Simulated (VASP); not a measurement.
Here is a VASP 6.6.1 calculation.

File INCAR:

```
PREC = Accurate ; ENCUT = 520
EDIFF = 1E-6 ; ISMEAR = 0
SIGMA = 0.1 ; LREAL = F
LASPH = T ; NELM = 150
ALGO = Normal ; ISIF = 2
LWAVE = F ; LCHARG = F
ISPIN = 2 ; MAGMOM = 4 2 2
LORBIT = 11 ; LMAXMIX = 4
GGA = PE ; NBANDS = 25
```

KPOINTS

```
Automatic mesh
0
Gamma
  6 6 6
```

The input POSCAR:

```
FeNi2
1.0
    0.0000000000      2.7067593107      2.7067593107
    2.7067593107      0.0000000000      2.7067593107
    2.7067593107      2.7067593107      0.0000000000
Fe Ni
1 2
Direct
    0.0000000000      0.0000000000      0.0000000000
    0.2500000000      0.2500000000      0.2500000000
    0.7500000000      0.7500000000      0.7500000000
```

Potentials or basis: VASP PAW PBE potentials, release 64 (Fe, Ni).

Launch:

```bash
$ cat potpaw_PBE.64/Fe/POTCAR potpaw_PBE.64/Ni/POTCAR > POTCAR
$ mpirun -np 1 vasp_std > vasp.out
```

**Question.** What does it give for the net moment?

**Answer.** 4.08 μB per cell.

**Question.** What does it give for the site moments?

**Answer.** Fe +2.72; Ni +0.70 μB.

**Question.** Estimate the pressure.

**Answer.** 0.1 GPa.
